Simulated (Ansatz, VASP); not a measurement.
## BeAu3: VASP beside Ansatz

Contents of INCAR:

```
SYSTEM = BeAu3
ALGO     = Normal         ! electronic algorithm
EDIFF    = 1E-6           ! SCF threshold, eV
ENCUT    = 520            ! plane-wave cutoff, eV
GGA      = PE             ! functional
ISIF     = 2              ! what is computed and relaxed
ISMEAR   = -1             ! smearing method
LASPH    = .TRUE.         ! aspherical terms in the spheres
LCHARG   = .FALSE.        ! write CHGCAR
LREAL    = .FALSE.        ! projectors in reciprocal space
LWAVE    = .FALSE.        ! write WAVECAR
NBANDS   = 26             ! bands
NELM     = 80             ! most SCF steps
PREC     = Accurate       ! precision mode
SIGMA    = 0.05           ! smearing width, eV
```

Contents of KPOINTS:

```
k-points
0
G
  7 7 7
  0 0 0
```

POSCAR

```
BeAu3
1.0
    4.0382743637      0.0000000000      0.0000000000
    0.0000000000      4.0382743637      0.0000000000
    0.0000000000      0.0000000000      4.0382743637
Au Be
3 1
Direct
    0.5000000000      0.5000000000      0.0000000000
    0.5000000000      0.0000000000      0.5000000000
    0.0000000000      0.5000000000      0.5000000000
    0.0000000000      0.0000000000      0.0000000000
```

input.yaml

```yaml
crystal:
  lattice:
    - [4.0382743637, 0.0, 0.0]
    - [0.0, 4.0382743637, 0.0]
    - [0.0, 0.0, 4.0382743637]
  atoms:
    - { symbol: Au, position: [0.5, 0.5, 0.0] }
    - { symbol: Au, position: [0.5, 0.0, 0.5] }
    - { symbol: Au, position: [0.0, 0.5, 0.5] }
    - { symbol: Be, position: [0.0, 0.0, 0.0] }
hamiltonian:
  xc: pbe
  pseudopotentials: { kind: paw }
kpoints:
  mp_grid: { grid: [7, 7, 7] }
scf:
  occupations: { method: fermi_dirac, width: 0.05 }
output:
  forces: true
  stress: true
  eigenvalues: true
```

Alike in both runs: task single point; functional PBE; k mesh 7 × 7 × 7; occupations fermi-dirac, width 0.05 eV; no spin polarisation.

```csv
,VASP,Ansatz
version,VASP 6.6.1,Ansatz 0.2.0
potentials or method,"VASP PAW PBE potentials, release 64 (Au, Be)",Ansatz PAW
plane-wave cutoff (eV),520,420
valence electrons in the cell,35,59
```

|  | VASP | Ansatz | Ansatz less VASP |
| --- | --- | --- | --- |
| gap on the k mesh at the Fermi level (eV) | none | none | - |
| pressure (GPa) | -4.1 | -3.9 | +0.24 |

A gap of «none» marks a metal or a gap that the smearing closes. The functional is the same, so the differences come from potentials, cutoffs and numerics. VASP's potentials hold 35 valence electrons a cell and Ansatz's 59, so a difference there can come from the potentials and not from the codes.

Neither program's run includes spin-orbit coupling.
